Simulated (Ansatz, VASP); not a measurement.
# In3S2: VASP beside Ansatz

```
In S
1.0
     4.25471    0.00000    0.00000
     0.00000    4.25471    0.00000
     0.00000    0.00000    7.69807
In S
3 2
Cartesian
  0.0000 0.0000 0.0000
  0.0000 0.0000 3.8490
  2.1274 2.1274 3.8490
  2.1274 2.1274 1.4092
  2.1274 2.1274 6.2889
```

Alike in both runs: functional PBE; k mesh 10 × 10 × 6; occupations gaussian, width 0.1 eV; no spin polarisation.

Ansatz relaxed the structure, and its values are those at the end. VASP's run is a single point on that final structure, the one shown.

|  | VASP | Ansatz |
| --- | --- | --- |
| version | VASP 6.6.1 | Ansatz 0.2.0 |
| potentials or method | VASP PAW PBE potentials, release 64 (In_d, S), cutoff 520 eV | scalar-relativistic, plane waves, PAW |
| valence electrons in the cell | 51 | 51 |

```tsv
	VASP	Ansatz	Ansatz less VASP
gap on the k mesh at the Fermi level (eV)	none	none	-
pressure (GPa)	-0.1	0.0	+0.05
rms of the force components (eV/Å)	0.009	0.003	-0.0061
```

A gap of «none» marks a metal or a gap that the smearing closes. The functional is the same, so the differences come from potentials, cutoffs and numerics.
